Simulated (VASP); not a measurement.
# SnSe in VASP: notebook

The runs below take SnSe through electric field gradients, density of states, with LDA.

All numbers are computed with VASP 6.6.1; they aren't measurements. Logs are shortened: lines on timing, memory, paths and dates and some standing lists are left out, and cuts for length are marked.

## Step 1: The cell of the first run

Symmetry: Fm-3m, No. 225, cubic system. Conventional cell: a = 6.099 Å, b = 6.099 Å, c = 6.099 Å, α = 90.00°, β = 90.00°, γ = 90.00°. Within 4.0 Å of Sn (site symmetry m-3m) lie 6 Se at 3.05 Å. Within 4.0 Å of Se (site symmetry m-3m) lie 6 Sn at 3.05 Å.

## Step 2: Electric field gradients, LDA (volume scaled by 1.04)

INCAR reads:

```
SYSTEM = SnSe
PREC = Accurate
ENCUT = 520
EDIFF = 1E-8
ISMEAR = -1
SIGMA = 0.02
LREAL = .FALSE.
LASPH = .TRUE.
NELM = 80
ALGO = Normal
ISIF = 2
LWAVE = .FALSE.
LCHARG = .FALSE.
LEFG = .TRUE.
NBANDS = 17
```

KPOINTS reads:

```
regular mesh
0
G
  9 9 9
  0 0 0
```

POSCAR reads:

```
SnSe
1.0
    0.0000000000      3.0496098055      3.0496098055
    3.0496098055      0.0000000000      3.0496098055
    3.0496098055      3.0496098055      0.0000000000
Sn Se
1 1
Direct
    0.0000000000      0.0000000000      0.0000000000
    0.5000000000      0.5000000000      0.5000000000
```

Potentials or basis: VASP PAW LDA potentials, release 64 (Sn_d, Se).

Run with:

```
$ cat potpaw_LDA.64/Sn_d/POTCAR potpaw_LDA.64/Se/POTCAR > POTCAR
$ mpirun -np 1 vasp_std > vasp.out
```

OUTCAR:

```text
SYSTEM = SnSe
   PREC = Accurate
   ENCUT = 520
   EDIFF = 1E-8
   ISMEAR = -1
   LREAL = .FALSE.
   LASPH = .TRUE.
   NELM = 80
   ISIF = 2

 ion  position               nearest neighbor table
   1  0.000  0.000  0.000-   2 3.05   2 3.05   2 3.05   2 3.05   2 3.05   2 3.05
   2  0.500  0.500  0.500-   1 3.05   1 3.05   1 3.05   1 3.05   1 3.05   1 3.05

  LATTYP: Found a face centered cubic cell.
 ALAT       =     6.0992196110

  Lattice vectors:

 A1 = (   0.0000000000,   3.0496098055,   3.0496098055)
 A2 = (   3.0496098055,   0.0000000000,   3.0496098055)
 A3 = (   3.0496098055,   3.0496098055,   0.0000000000)

Analysis of symmetry for initial positions (statically):
=====================================================================
 Subroutine PRICEL returns:
 Original cell was already a primitive cell.

 Routine SETGRP: Setting up the symmetry group for a
 face centered cubic supercell.

 Subroutine GETGRP returns: Found 48 space group operations
 (whereof 48 operations were pure point group operations)
 out of a pool of 48 trial point group operations.

The static configuration has the point symmetry O_h .

Analysis of symmetry for dynamics (positions and initial velocities):
=====================================================================
 Subroutine PRICEL returns:
 Original cell was already a primitive cell.

 Routine SETGRP: Setting up the symmetry group for a
 face centered cubic supercell.

 Subroutine GETGRP returns: Found 48 space group operations
 (whereof 48 operations were pure point group operations)
 out of a pool of 48 trial point group operations.

The dynamic configuration has the point symmetry O_h .

 Subroutine INISYM returns: Found 48 space group operations
 (whereof 48 operations are pure point group operations),
 and found     1 'primitive' translations

----------------------------------------------------------------------------------------

                                     Primitive cell

  volume of cell :      56.7235

  direct lattice vectors                    reciprocal lattice vectors
     0.000000000  3.049609805  3.049609805    -0.163955401  0.163955401  0.163955401
     3.049609805  0.000000000  3.049609805     0.163955401 -0.163955401  0.163955401
     3.049609805  3.049609805  0.000000000     0.163955401  0.163955401 -0.163955401

  length of vectors
     4.312799547  4.312799547  4.312799547     0.283979086  0.283979086  0.283979086

  position of ions in fractional coordinates (direct lattice)
     0.000000000  0.000000000  0.000000000
     0.500000000  0.500000000  0.500000000

  ion indices of the primitive-cell ions
   primitive index   ion index
                 1           1
                 2           2

----------------------------------------------------------------------------------------

 KPOINTS: regular mesh

Automatic generation of k-mesh.
 Grid dimensions read from file:
 generate k-points for:    9    9    9

 Generating k-lattice:

  Cartesian coordinates                     Fractional coordinates (reciprocal lattice)
    -0.018217267  0.018217267  0.018217267     0.111111111  0.000000000  0.000000000
     0.018217267 -0.018217267  0.018217267     0.000000000  0.111111111  0.000000000
     0.018217267  0.018217267 -0.018217267     0.000000000  0.000000000  0.111111111

  Length of vectors
     0.031553232  0.031553232  0.031553232

  Shift w.r.t. Gamma in fractional coordinates (k-lattice)
     0.000000000  0.000000000  0.000000000

 Subroutine IBZKPT returns following result:
 ===========================================

 Found     35 irreducible k-points:

 Following reciprocal coordinates:
            Coordinates               Weight
  0.000000  0.000000  0.000000      1.000000
  0.111111  0.000000  0.000000      8.000000
  0.222222  0.000000  0.000000      8.000000
  0.333333  0.000000  0.000000      8.000000
  0.444444  0.000000  0.000000      8.000000
  0.111111  0.111111  0.000000      6.000000
[... 16 lines left out ...]
 -0.333333  0.333333  0.000000     12.000000
  0.444444  0.444444  0.000000      6.000000
 [... further k-points ...]
   k-points           NKPTS =     35   k-points in BZ     NKDIM =     35   number of bands    NBANDS=     17
   number of dos      NEDOS =    301   number of ions     NIONS =      2
   total plane-waves  NPLWV =  32768
   dimension x,y,z NGX =    32 NGY =   32 NGZ =   32
   dimension x,y,z NGXF=    64 NGYF=   64 NGZF=   64
   ions per type =               1   1
   NGX,Y,Z   is equivalent  to a cutoff of  12.34, 12.34, 12.34 a.u.
   NGXF,Y,Z  is equivalent  to a cutoff of  24.67, 24.67, 24.67 a.u.
 SYSTEM =  SnSe
   PREC   = accura    normal or accurate (medium, high low for compatibility)
   ISTART =      0    job   : 0-new  1-cont  2-samecut
   ICHARG =      2    charge: 1-file 2-atom 10-const
   ISPIN  =      1    spin polarized calculation?
   LNONCOLLINEAR =      F non collinear calculations
   LSORBIT =      F    spin-orbit coupling
   LASPH  =      T    aspherical Exc in radial PAW
   ENCUT  =  520.0 eV  38.22 Ry    6.18 a.u.   8.02  8.02  8.02*2*pi/ulx,y,z
   NELM   =     80;   NELMIN=  2; NELMDL= -5     # of ELM steps
   EDIFF  = 0.1E-07   stopping-criterion for ELM
   LREAL  =      F    real-space projection
   EDIFFG = 0.1E-06   stopping-criterion for IOM
   NSW    =      0    number of steps for IOM
   IBRION =     -1    ionic relax: 0-MD 1-quasi-New 2-CG
   NFREE  =      0    steps in history (QN), initial steepest desc. (CG)
   ISIF   =      2    stress and relaxation
   ISYM   =      2    0-nonsym 1-usesym 2-fastsym
   POTIM  = 0.5000    time-step for ionic-motion
   TEBEG  =    0.0;   TEEND  =   0.0 temperature during run
   PSTRESS=    0.0 pullay stress
   NELECT =      20.0000    total number of electrons
   NUPDOWN=      -1.0000    fix difference up-down
   EMIN   =  10.00;   EMAX   =-10.00  energy-range for DOS
   EFERMI =   0.00;   METHOD = LEGACY
   ISMEAR =    -1;   SIGMA  =   0.02  broadening in eV -4-tet -1-fermi 0-gaus
   EFERMI_NEDOS =   21; number of points for ismear=-14 and -15
   IALGO  =     38    algorithm
   IMIX   =      4    mixing-type and parameters
     AMIX     =   0.40;   BMIX     =  1.00
     AMIX_MAG =   1.60;   BMIX_MAG =  1.00
  volume/ion in A,a.u.               =      28.36       191.39
  Fermi-wavevector in a.u.,A,eV,Ry     =   1.156549  2.185560 18.199216  1.337605
  Thomas-Fermi vector in A             =   2.293168
   LORBIT       =      0    0 simple, 1 ext, 2 COOP (PROOUT), +10 PAW based schemes
   GGA     = CA    functional components
   LHFCALC =     F    Hartree Fock is set to
   AEXX    =    0.0000 exact exchange contribution
   IVDW    =     0    specifies the selected vdW correction
   LEPSILON=     F    determine dielectric tensor
   LRPA    =     F    only Hartree local field effects (RPA)
 non-spin polarized calculation
  energy-cutoff  :      520.00
  volume of cell :       56.72
 maximum number of plane-waves:      1544
   NGX = 17   NGY = 17   NGZ = 17

 number of electron      19.9999989 magnetization

 Free energy of the ion-electron system (eV)
  ---------------------------------------------------
  ext. energy  EPLUGINS =         0.00000000
  ---------------------------------------------------
  free energy    TOTEN  =        -9.41497376 eV

  energy without entropy =       -9.41497375  energy(sigma->0) =       -9.41497375

 E-fermi :   5.1421     XC(G=0):  -9.7088

 val. band max:        4.8163521508   @ k =  -0.3333   0.1111   0.0000
 cond. band min:       5.4657581283   @ k =  -0.3333   0.1111   0.0000
 fundamental gap:      0.6494059775
 Fermi energy:         5.1420988845

 k-point     1 :       0.0000    0.0000    0.0000
  band No.  band energies     occupation
      1     -16.5119      2.00000
      2     -16.5119      2.00000
      3     -16.5116      2.00000
      4     -16.5116      2.00000
      5     -16.5116      2.00000
      6      -8.6158      2.00000
[... 9 lines left out ...]
     16      10.8973      0.00000
     17      13.1484      0.00000

 k-point     2 :       0.1111    0.0000    0.0000
  band No.  band energies     occupation
      1     -16.5126      2.00000
      2     -16.5126      2.00000
      3     -16.5114      2.00000
      4     -16.5104      2.00000
      5     -16.5104      2.00000
      6      -8.5351      2.00000
[... 9 lines left out ...]
     16      11.1796      0.00000
     17      13.9142      0.00000
[... 421 lines left out ...]
 k-point    24 :       0.4444    0.4444    0.0000
  band No.  band energies     occupation
      1     -16.5342      2.00000
      2     -16.5171      2.00000
      3     -16.5056      2.00000
      4     -16.4969      2.00000
      5     -16.4969      2.00000
      6      -7.5583      2.00000
[... 9 lines left out ...]
     16      16.2285      0.00000
     17      17.2978      0.00000

 [... further k-points ...]

------------------------ aborting loop because EDIFF is reached ----------------------------------------

  FORCE on cell =-STRESS in cart. coord.  units (eV):
  Direction    XX          YY          ZZ          XY          YZ          ZX
  --------------------------------------------------------------------------------------
  -------------------------------------------------------------------------------------
  Total       -1.7088396     -1.7088396     -1.7088396     -0.0000000     -0.0000000      0.0000000
  in kB      -48.2668614    -48.2668614    -48.2668614     -0.0000000     -0.0000000      0.0000000
  external PRESSURE =     -48.2668614 kB  Pullay stress =       0.0000000 kB

 VOLUME and BASIS-vectors are now :
 -----------------------------------------------------------------------------
  energy-cutoff  :      520.00
  volume of cell :       56.72
      direct lattice vectors                 reciprocal lattice vectors
     0.000000000  3.049609805  3.049609805    -0.163955401  0.163955401  0.163955401
     3.049609805  0.000000000  3.049609805     0.163955401 -0.163955401  0.163955401
     3.049609805  3.049609805  0.000000000     0.163955401  0.163955401 -0.163955401

 POSITION                                       TOTAL-FORCE (eV/Angst)
 -----------------------------------------------------------------------------------
      0.00000      0.00000      0.00000         0.000000      0.000000      0.000000
      3.04961      3.04961      3.04961        -0.000000     -0.000000     -0.000000
 -----------------------------------------------------------------------------------
    total drift:                                0.000000     -0.000000     -0.000000

  FREE ENERGIE OF THE ION-ELECTRON SYSTEM (eV)
  ---------------------------------------------------
  free  energy   TOTEN  =        -9.4149737558 eV

  energy  without entropy=       -9.4149737515  energy(sigma->0) =       -9.41497375

 Electric field gradients (V/A^2)
---------------------------------------------------------------------
 ion       V_xx      V_yy      V_zz      V_xy      V_xz      V_yz
---------------------------------------------------------------------
   1       0.000     0.000     0.000     0.000     0.000     0.000
   2      -0.000    -0.000    -0.000    -0.000    -0.000    -0.000
---------------------------------------------------------------------

 Electric field gradients after diagonalization (V/A^2)
 (convention: |V_zz| > |V_xx| > |V_yy|)
----------------------------------------------------------------------
 ion       V_xx      V_yy      V_zz     asymmetry (V_yy - V_xx)/ V_zz
----------------------------------------------------------------------
   1      -0.000    -0.000     0.000       0.000
   2       0.000     0.000    -0.000       0.000
----------------------------------------------------------------------

           NMR quadrupolar parameters

 Cq : quadrupolar parameter    Cq=e*Q*V_zz/h
 eta: asymmetry parameters     (V_yy - V_xx)/ V_zz
 Q  : nuclear electric quadrupole moment in mb (millibarn)
----------------------------------------------------------------------
 ion       Cq(MHz)       eta       Q (mb)
----------------------------------------------------------------------
   1       0.000       0.000       1.000
   2      -0.000       0.000       1.000
----------------------------------------------------------------------
```

Wall time 12 s (1 thread of Intel Xeon Platinum 8559C (Emerald Rapids), shared host); peak memory 0.17 GiB.

What came out:

```
Free energy : -9.4150 eV
Pressure    : -4.8 GPa
```

Levels at points of the mesh, in eV from the Fermi level:
```csv
k point,band 7,band 8,band 9,band 10,band 11,band 12,band 13,band 14
"(0.00, 0.00, 0.00)",-5.45,-2.20,-2.20,-2.20,3.92,3.92,3.92,5.76
```

Caveat: this odd mesh misses L, where the gap lies, so gap, dielectric constants and Born charges aren't listed; without QUAD_EFG the Cq values of the log hold for a quadrupole moment of 1 mb, not for the nuclei; spin-orbit coupling is left out, which moves the levels of the heavy elements.

(Continued in part 2 of 3.)
